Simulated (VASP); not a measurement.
# CuI (F-43m) in VASP: a series of runs

The runs below take CuI through single point, with revPBE+D3(BJ), PBE, LDA, PBEsol, BLYP+D3(BJ).

Program: VASP 6.6.1. These are calculated values, not measurements. Logs are shortened: lines on timing, memory, paths and dates and some standing lists are left out, and cuts for length are marked.

## (1) The cell of the first run

The structure is cubic, space group F-43m (No. 216). The conventional cell has a = 6.063 Å, b = 6.063 Å, c = 6.063 Å, α = 90.00°, β = 90.00°, γ = 90.00°. Within 3.5 Å of I (site symmetry -43m) lie 4 Cu at 2.63 Å. Cu (site symmetry -43m) has 4 I at 2.63 Å within 3.5 Å.

## (2) Single point, revPBE+D3(BJ)

Input file INCAR:

```
SYSTEM = CuI
PREC     = Accurate       ! precision mode
ENCUT    = 600            ! plane-wave cutoff, eV
EDIFF    = 1E-6           ! SCF threshold, eV
ISMEAR   = -1             ! smearing method
SIGMA    = 0.15           ! smearing width, eV
LREAL    = .False.        ! projectors in reciprocal space
LASPH    = .True.         ! aspherical terms in the spheres
NELM     = 120            ! most SCF steps
ALGO     = Normal         ! electronic algorithm
ISIF     = 2              ! what is computed and relaxed
LWAVE    = .False.        ! write WAVECAR
LCHARG   = .False.        ! write CHGCAR
GGA      = RE             ! functional
IVDW     = 12             ! dispersion correction
NBANDS   = 16             ! bands
GGA_COMPAT= .False.
```

Input file KPOINTS:

```
Automatic mesh
0
Gamma
  8 8 8
  0 0 0
```

Input file POSCAR:

```
CuI
1.0
    0.0000000000      3.0315000000      3.0315000000
    3.0315000000      0.0000000000      3.0315000000
    3.0315000000      3.0315000000      0.0000000000
I Cu
1 1
Direct
    0.0000000000      0.0000000000      0.0000000000
    0.7500000000      0.7500000000      0.7500000000
```

Potentials or basis: VASP PAW PBE potentials, release 64 (I, Cu).

Command:

```bash
> cat potpaw_PBE.64/I/POTCAR potpaw_PBE.64/Cu/POTCAR > POTCAR
> mpirun -np 1 vasp_std > vasp.out
```

OUTCAR:

```text
SYSTEM = CuI
   PREC = Accurate
   ENCUT = 600
   EDIFF = 1E-6
   ISMEAR = -1
   LREAL = .False.
   LASPH = .True.
   NELM = 120
   ISIF = 2
   GGA = RE
   IVDW = 12
 IVDW          = 12

 ion  position               nearest neighbor table
   1  0.000  0.000  0.000-   2 2.63   2 2.63   2 2.63   2 2.63
   2  0.750  0.750  0.750-   1 2.63   1 2.63   1 2.63   1 2.63

  LATTYP: Found a face centered cubic cell.
 ALAT       =     6.0630000000

  Lattice vectors:

 A1 = (   0.0000000000,   3.0315000000,   3.0315000000)
 A2 = (   3.0315000000,   0.0000000000,   3.0315000000)
 A3 = (   3.0315000000,   3.0315000000,   0.0000000000)

Analysis of symmetry for initial positions (statically):
=====================================================================
 Subroutine PRICEL returns:
 Original cell was already a primitive cell.

 Routine SETGRP: Setting up the symmetry group for a
 face centered cubic supercell.

 Subroutine GETGRP returns: Found 24 space group operations
 (whereof 24 operations were pure point group operations)
 out of a pool of 48 trial point group operations.

The static configuration has the point symmetry T_d .

Analysis of symmetry for dynamics (positions and initial velocities):
=====================================================================
 Subroutine PRICEL returns:
 Original cell was already a primitive cell.

 Routine SETGRP: Setting up the symmetry group for a
 face centered cubic supercell.

 Subroutine GETGRP returns: Found 24 space group operations
 (whereof 24 operations were pure point group operations)
 out of a pool of 48 trial point group operations.

The dynamic configuration has the point symmetry T_d .

 Subroutine INISYM returns: Found 24 space group operations
 (whereof 24 operations are pure point group operations),
 and found     1 'primitive' translations

----------------------------------------------------------------------------------------

                                     Primitive cell

  volume of cell :      55.7189

  direct lattice vectors                    reciprocal lattice vectors
     0.000000000  3.031500000  3.031500000    -0.164934851  0.164934851  0.164934851
     3.031500000  0.000000000  3.031500000     0.164934851 -0.164934851  0.164934851
     3.031500000  3.031500000  0.000000000     0.164934851  0.164934851 -0.164934851

  length of vectors
     4.287188414  4.287188414  4.287188414     0.285675541  0.285675541  0.285675541

  position of ions in fractional coordinates (direct lattice)
     0.000000000  0.000000000  0.000000000
     0.750000000  0.750000000  0.750000000

  ion indices of the primitive-cell ions
   primitive index   ion index
                 1           1
                 2           2

----------------------------------------------------------------------------------------

 KPOINTS: Automatic mesh

Automatic generation of k-mesh.
 Grid dimensions read from file:
 generate k-points for:    8    8    8

 Generating k-lattice:

  Cartesian coordinates                     Fractional coordinates (reciprocal lattice)
    -0.020616856  0.020616856  0.020616856     0.125000000  0.000000000  0.000000000
     0.020616856 -0.020616856  0.020616856     0.000000000  0.125000000  0.000000000
     0.020616856  0.020616856 -0.020616856     0.000000000  0.000000000  0.125000000

  Length of vectors
     0.035709443  0.035709443  0.035709443

  Shift w.r.t. Gamma in fractional coordinates (k-lattice)
     0.000000000  0.000000000  0.000000000

 Subroutine IBZKPT returns following result:
 ===========================================

 Found     29 irreducible k-points:

 Following reciprocal coordinates:
            Coordinates               Weight
  0.000000  0.000000  0.000000      1.000000
  0.125000  0.000000  0.000000      8.000000
  0.250000  0.000000  0.000000      8.000000
  0.375000  0.000000  0.000000      8.000000
  0.500000  0.000000  0.000000      4.000000
  0.125000  0.125000  0.000000      6.000000
[... 16 lines left out ...]
  0.500000  0.250000  0.125000     48.000000
 -0.375000  0.250000  0.125000     24.000000
 [... further k-points ...]
   k-points           NKPTS =     29   k-points in BZ     NKDIM =     29   number of bands    NBANDS=     16
   number of dos      NEDOS =    301   number of ions     NIONS =      2
   total plane-waves  NPLWV =  46656
   dimension x,y,z NGX =    36 NGY =   36 NGZ =   36
   dimension x,y,z NGXF=    72 NGYF=   72 NGZF=   72
   ions per type =               1   1
   NGX,Y,Z   is equivalent  to a cutoff of  13.96, 13.96, 13.96 a.u.
   NGXF,Y,Z  is equivalent  to a cutoff of  27.92, 27.92, 27.92 a.u.
 SYSTEM =  CuI
   PREC   = accura    normal or accurate (medium, high low for compatibility)
   ISTART =      0    job   : 0-new  1-cont  2-samecut
   ICHARG =      2    charge: 1-file 2-atom 10-const
   ISPIN  =      1    spin polarized calculation?
   LNONCOLLINEAR =      F non collinear calculations
[... 27 lines left out ...]
  Thomas-Fermi vector in A             =   2.259971
   LORBIT       =      0    0 simple, 1 ext, 2 COOP (PROOUT), +10 PAW based schemes
   GGA     = RE    functional components
   LHFCALC =     F    Hartree Fock is set to
   AEXX    =    0.0000 exact exchange contribution
   IVDW    =    12    specifies the selected vdW correction
   LEPSILON=     F    determine dielectric tensor
   LRPA    =     F    only Hartree local field effects (RPA)
 non-spin polarized calculation
  energy-cutoff  :      600.00
  volume of cell :       55.72
 maximum number of plane-waves:      1880
 NGX is ok and might be reduce to    36
   NGX = 17   NGY = 17   NGZ = 17

 number of electron      18.0000006 magnetization

 Free energy of the ion-electron system (eV)
  ---------------------------------------------------
  ext. energy  EPLUGINS =         0.00000000
  ---------------------------------------------------
  free energy    TOTEN  =        -4.93683274 eV

  energy without entropy =       -4.93625072  energy(sigma->0) =       -4.93654173

 E-fermi :   5.3885     XC(G=0):  -8.7784

 val. band max:        4.5360549523   @ k =   0.0000   0.0000   0.0000
 cond. band min:       5.7777209865   @ k =   0.0000   0.0000   0.0000
 fundamental gap:      1.2416660342
 Fermi energy:         5.3884894030

 k-point     1 :       0.0000    0.0000    0.0000
  band No.  band energies     occupation
      1      -9.4735      2.00000
      2       0.8913      2.00000
      3       0.8913      2.00000
      4       0.8913      2.00000
      5       2.7066      2.00000
      6       2.7066      2.00000
[... 8 lines left out ...]
     15      14.0891      0.00000
     16      14.0891      0.00000

 k-point     2 :       0.1250    0.0000    0.0000
  band No.  band energies     occupation
      1      -9.4015      2.00000
      2       0.5987      2.00000
      3       0.8965      2.00000
      4       0.8965      2.00000
      5       2.7006      2.00000
      6       2.7006      2.00000
[... 8 lines left out ...]
     15      13.4681      0.00000
     16      13.6068      0.00000

 k-point     3 :       0.2500    0.0000    0.0000
  band No.  band energies     occupation
      1      -9.2171      2.00000
      2      -0.0960      2.00000
      3       0.9060      2.00000
      4       0.9060      2.00000
      5       2.6979      2.00000
      6       2.6979      2.00000
[... 8 lines left out ...]
     15      13.2750      0.00000
     16      13.5993      0.00000

 k-point     4 :       0.3750    0.0000    0.0000
  band No.  band energies     occupation
      1      -9.0151      2.00000
      2      -0.7662      2.00000
      3       0.9107      2.00000
      4       0.9107      2.00000
      5       2.7176      2.00000
      6       2.7176      2.00000
[... 8 lines left out ...]
     15      14.1837      0.00000
     16      14.1837      0.00000
[... 324 lines left out ...]
 k-point    22 :       0.3750    0.2500    0.1250
  band No.  band energies     occupation
      1      -9.0741      2.00000
      2      -0.2963      2.00000
      3       0.6727      2.00000
      4       0.8893      2.00000
      5       2.6386      2.00000
      6       2.7440      2.00000
[... 8 lines left out ...]
     15      14.8240      0.00000
     16      15.9452      0.00000

 k-point    23 :       0.5000    0.2500    0.1250
  band No.  band energies     occupation
      1      -8.9064      2.00000
      2      -0.6365      2.00000
      3       0.4503      2.00000
      4       0.8739      2.00000
      5       2.6615      2.00000
      6       2.7228      2.00000
[... 8 lines left out ...]
     15      15.2396      0.00000
     16      16.0806      0.00000

 k-point    24 :      -0.3750    0.2500    0.1250
  band No.  band energies     occupation
      1      -8.8328      2.00000
      2      -0.7815      2.00000
      3       0.3542      2.00000
      4       0.8603      2.00000
      5       2.6450      2.00000
      6       2.7186      2.00000
[... 8 lines left out ...]
     15      15.3610      0.00000
     16      15.8830      0.00000

 [... further k-points ...]

------------------------ aborting loop because EDIFF is reached ----------------------------------------

 Edisp (eV)   -1.31173

 E8    (eV) :    -0.9210

  FORCE on cell =-STRESS in cart. coord.  units (eV):
  Direction    XX          YY          ZZ          XY          YZ          ZX
  --------------------------------------------------------------------------------------
  -------------------------------------------------------------------------------------
  Total      -0.90008    -0.90008    -0.90008     0.00000     0.00000     0.00000
  in kB     -25.88136   -25.88136   -25.88136     0.00000     0.00000     0.00000
  external pressure =      -25.88 kB  Pullay stress =        0.00 kB

 VOLUME and BASIS-vectors are now :
 -----------------------------------------------------------------------------
  energy-cutoff  :      600.00
  volume of cell :       55.72
      direct lattice vectors                 reciprocal lattice vectors
     0.000000000  3.031500000  3.031500000    -0.164934851  0.164934851  0.164934851
     3.031500000  0.000000000  3.031500000     0.164934851 -0.164934851  0.164934851
     3.031500000  3.031500000  0.000000000     0.164934851  0.164934851 -0.164934851

 POSITION                                       TOTAL-FORCE (eV/Angst)
 -----------------------------------------------------------------------------------
      0.00000      0.00000      0.00000         0.000000      0.000000      0.000000
      4.54725      4.54725      4.54725        -0.000000     -0.000000     -0.000000
 -----------------------------------------------------------------------------------
    total drift:                               -0.000000     -0.000000     -0.000000

  FREE ENERGIE OF THE ION-ELECTRON SYSTEM (eV)
  ---------------------------------------------------
  free  energy   TOTEN  =        -6.2485609551 eV

  energy  without entropy=       -6.2479789364  energy(sigma->0) =       -6.24826995
```

It took 60 s on 1 thread of AMD EPYC 7R43 (Zen 3), shared host; peak memory 0.18 GiB.

What came out:

- Free energy: -6.2486 eV
- Pressure: -2.6 GPa
- Band gap on the k mesh: 1.24 eV
- Dispersion energy per atom: -0.656 eV

Caveat: the PAW data sets were made with another functional, which shifts forces and pressure a little; spin-orbit coupling is left out, which moves the levels of the heavy elements.

## (3) Single point, PBE

Input file INCAR:

```
  ALGO = Normal
  EDIFF = 1E-6
  ENCUT = 520
  GGA = PE
  ISIF = 2
  ISMEAR = -1
  LASPH = T
  LCHARG = T
  LELF = T
  LREAL = F
  LVHAR = T
  LWAVE = F
  NBANDS = 16
  NELM = 100
  PREC = Accurate
  SIGMA = 0.03
```

Input file KPOINTS:

```
k-points
0
Gamma
  5 5 5
```

POSCAR is that of step 2.

Potentials or basis: VASP PAW PBE potentials, release 64 (I, Cu).

Command:

```bash
> cat potpaw_PBE.64/I/POTCAR potpaw_PBE.64/Cu/POTCAR > POTCAR
> mpirun -np 1 vasp_std > vasp.out
```

Run time: 21 s. Hardware: 1 thread of Intel Xeon 8259CL, shared host; peak memory 0.17 GiB.

The run converged. Its results:

```
Free energy            : -5.5536 eV
Pressure               : 0.5 GPa
Band gap on the k mesh : 1.14 eV
```

Levels at points of the mesh, in eV from the valence-band top:
| k point | band 7 | band 8 | band 9 | band 10 | band 11 | band 12 |
| --- | --- | --- | --- | --- | --- | --- |
| (0.00, 0.00, 0.00) | 0.00 | 0.00 | 0.00 | 1.14 | 4.87 | 4.87 |

Caveat: spin-orbit coupling is left out, which moves the levels of the heavy elements. Expect the measured gap to be larger: semilocal functionals such as PBE lack the derivative discontinuity.

## (4) Single point, LDA

This run uses another cell than the first one, of 25.18 Å³/atom.

Input file INCAR:

```
SYSTEM = CuI
PREC     = Accurate       ! precision mode
ENCUT    = 520            ! plane-wave cutoff, eV
EDIFF    = 1E-6           ! SCF threshold, eV
ISMEAR   = -1             ! smearing method
SIGMA    = 0.05           ! smearing width, eV
LREAL    = .FALSE.        ! projectors in reciprocal space
LASPH    = .TRUE.         ! aspherical terms in the spheres
NELM     = 60             ! most SCF steps
ALGO     = Normal         ! electronic algorithm
ISIF     = 2              ! what is computed and relaxed
LWAVE    = .FALSE.        ! write WAVECAR
LCHARG   = .FALSE.        ! write CHGCAR
NBANDS   = 16             ! bands
```

Input file KPOINTS:

```
regular mesh
0
G
  8 8 8
  0 0 0
```

Input file POSCAR:

```
CuI
1.0
    0.0000000000      2.9310411452      2.9310411452
    2.9310411452      0.0000000000      2.9310411452
    2.9310411452      2.9310411452      0.0000000000
I Cu
1 1
Direct
    0.0000000000      0.0000000000      0.0000000000
    0.7500000000      0.7500000000      0.7500000000
```

Potentials or basis: VASP PAW LDA potentials, release 64 (I, Cu).

Command:

```bash
> cat potpaw_LDA.64/I/POTCAR potpaw_LDA.64/Cu/POTCAR > POTCAR
> mpirun -np 1 vasp_std > vasp.out
```

Run time: 35 s. Hardware: 1 thread of Intel Xeon 8259CL, shared host; peak memory 0.16 GiB.

It converged, with:

```
Free energy            : -6.9963 eV
Pressure               : 0.2 GPa
Band gap on the k mesh : 1.29 eV
```

Levels at points of the mesh, in eV from the valence-band top:
```
           k point  band 6  band 7  band 8  band 9  band 10  band 11  band 12  band 13
(0.00, 0.00, 0.00)   -2.38    0.00    0.00    0.00     1.29     4.75     4.75     4.75
(0.50, 0.00, 0.00)   -2.35   -2.30   -0.90   -0.90     2.15     5.32     5.32     7.37
(0.50, 0.50, 0.00)   -2.30   -2.28   -1.93   -1.93     2.41     2.77     9.78    10.24
```

Caveat: spin-orbit coupling is left out, which moves the levels of the heavy elements. As with any semilocal functional, this LDA gap is likely too small.

## (5) Single point, PBEsol

This run uses another cell than the first one, of 26.19 Å³/atom.

Input file INCAR:

```
  PREC = Accurate
  ENCUT = 520
  EDIFF = 1E-7
  ISMEAR = -1
  SIGMA = 0.05
  LREAL = False
  LASPH = True
  NELM = 60
  ALGO = Normal
  ISIF = 2
  LWAVE = False
  LCHARG = False
  GGA = PS
  NBANDS = 16
```

Input file KPOINTS:

```
regular mesh
0
Gamma
  8 8 8
```

Input file POSCAR:

```
CuI
1.0
    0.0000000000      2.9695839404      2.9695839404
    2.9695839404      0.0000000000      2.9695839404
    2.9695839404      2.9695839404      0.0000000000
I Cu
1 1
Direct
    0.0000000000      0.0000000000      0.0000000000
    0.7500000000      0.7500000000      0.7500000000
```

Potentials or basis: VASP PAW PBE potentials, release 64 (I, Cu).

Command:

```bash
> cat potpaw_PBE.64/I/POTCAR potpaw_PBE.64/Cu/POTCAR > POTCAR
> mpirun -np 1 vasp_std > vasp.out
```

Run time: 47 s. Hardware: 1 thread of Intel Xeon 8259CL, shared host; peak memory 0.19 GiB.

The run converged. Its results:

| Quantity | Value |
| --- | --- |
| Free energy | -6.3206 eV |
| Pressure | 0.1 GPa |
| Band gap on the k mesh | 1.20 eV |

Levels at points of the mesh, in eV from the valence-band top:
```csv
k point,band 7,band 8,band 9,band 10,band 11,band 12
"(0.00, 0.00, 0.00)",0.00,0.00,0.00,1.20,4.76,4.76
"(0.50, 0.00, 0.00)",-2.07,-0.82,-0.82,2.13,5.31,5.31
"(0.50, 0.50, 0.00)",-2.05,-1.74,-1.74,2.48,2.80,9.52
```

Caveat: the PAW data sets were made with another functional, which shifts forces and pressure a little; spin-orbit coupling is left out, which moves the levels of the heavy elements.

## (6) Single point, BLYP+D3(BJ)

This run uses another cell than the first one, of 26.71 Å³/atom.

Input file INCAR:

```
AGGAC    = 1.0          
AGGAX    = 1.0          
ALDAC    = 0.0          
ALDAX    = 1.0          
ALGO     = Normal         # electronic algorithm
EDIFF    = 1E-6           # SCF threshold, eV
ENCUT    = 520            # plane-wave cutoff, eV
GGA      = B5             # functional
ISIF     = 2              # what is computed and relaxed
ISMEAR   = -1             # smearing method
IVDW     = 12             # dispersion correction
LASPH    = T              # aspherical terms in the spheres
LCHARG   = F              # write CHGCAR
LREAL    = F              # projectors in reciprocal space
LWAVE    = F              # write WAVECAR
NBANDS   = 16             # bands
NELM     = 80             # most SCF steps
PREC     = Accurate       # precision mode
SIGMA    = 0.05           # smearing width, eV
VDW_A1   = 0.4298       
VDW_A2   = 4.2359       
VDW_S6   = 1.0          
VDW_S8   = 2.6996
```

Input file KPOINTS:

```
k-points
0
Gamma
  8 8 8
```

Input file POSCAR:

```
CuI
1.0
    0.0000000000      2.9890937034      2.9890937034
    2.9890937034      0.0000000000      2.9890937034
    2.9890937034      2.9890937034      0.0000000000
I Cu
1 1
Direct
    0.0000000000      0.0000000000      0.0000000000
    0.7500000000      0.7500000000      0.7500000000
```

Potentials or basis: VASP PAW PBE potentials, release 64 (I, Cu).

Command:

```bash
> cat potpaw_PBE.64/I/POTCAR potpaw_PBE.64/Cu/POTCAR > POTCAR
> mpirun -np 1 vasp_std > vasp.out
```

Wall time 55 s (1 thread of Intel Xeon 8259CL, shared host); peak memory 0.19 GiB.

Results (log left out):

```
Free energy                : -6.1560 eV
Pressure                   : 0.3 GPa
Band gap on the k mesh     : 1.35 eV
Dispersion energy per atom : -0.814 eV
```

Levels at points of the mesh, in eV from the valence-band top:
| k point | band 5 | band 6 | band 7 | band 8 | band 9 | band 10 | band 11 | band 12 | band 13 | band 14 |
| --- | --- | --- | --- | --- | --- | --- | --- | --- | --- | --- |
| (0.00, 0.00, 0.00) | -2.06 | -2.06 | 0.00 | 0.00 | 0.00 | 1.35 | 4.94 | 4.94 | 4.94 | 8.37 |
| (0.50, 0.00, 0.00) | -2.03 | -2.03 | -1.98 | -0.78 | -0.78 | 2.27 | 5.50 | 5.50 | 7.70 | 9.43 |
| (0.50, 0.50, 0.00) | -2.08 | -1.98 | -1.97 | -1.67 | -1.67 | 2.81 | 2.96 | 9.60 | 10.04 | 10.04 |

Caveat: the PAW data sets were made with another functional, which shifts forces and pressure a little; spin-orbit coupling is left out, which moves the levels of the heavy elements. A hybrid or GW would open this gap; BLYP tends to underestimate it.

## (7) Overview

| level | potentials or basis | cell | k mesh | cutoff (eV) | smearing | gap on the mesh (eV) | pressure (GPa) |
| --- | --- | --- | --- | --- | --- | --- | --- |
| revPBE+D3(BJ) | VASP PAW PBE potentials, release 64 (I, Cu) | a = 4.287 Å, angles 60.0°, 2 atoms | 8 × 8 × 8 | 600 | fermi-dirac 0.15 eV | 1.24 | -2.6 |
| PBE | VASP PAW PBE potentials, release 64 (I, Cu) | a = 4.287 Å, angles 60.0°, 2 atoms | 5 × 5 × 5 | 520 | fermi-dirac 0.03 eV | 1.14 | 0.5 |
| LDA | VASP PAW LDA potentials, release 64 (I, Cu) | a = 4.145 Å, angles 60.0°, 2 atoms | 8 × 8 × 8 | 520 | fermi-dirac 0.05 eV | 1.29 | 0.2 |
| PBEsol | VASP PAW PBE potentials, release 64 (I, Cu) | a = 4.200 Å, angles 60.0°, 2 atoms | 8 × 8 × 8 | 520 | fermi-dirac 0.05 eV | 1.20 | 0.1 |
| BLYP+D3(BJ) | VASP PAW PBE potentials, release 64 (I, Cu) | a = 4.227 Å, angles 60.0°, 2 atoms | 8 × 8 × 8 | 520 | fermi-dirac 0.05 eV | 1.35 | 0.3 |

Alike in all rows: task single point; no spin polarisation.

Caveats: spin-orbit coupling is left out, which moves the levels of the heavy elements; the PAW data sets were made with another functional, which shifts forces and pressure a little (at least some runs).

Absolute energies hang on the potentials; compare differences alone.
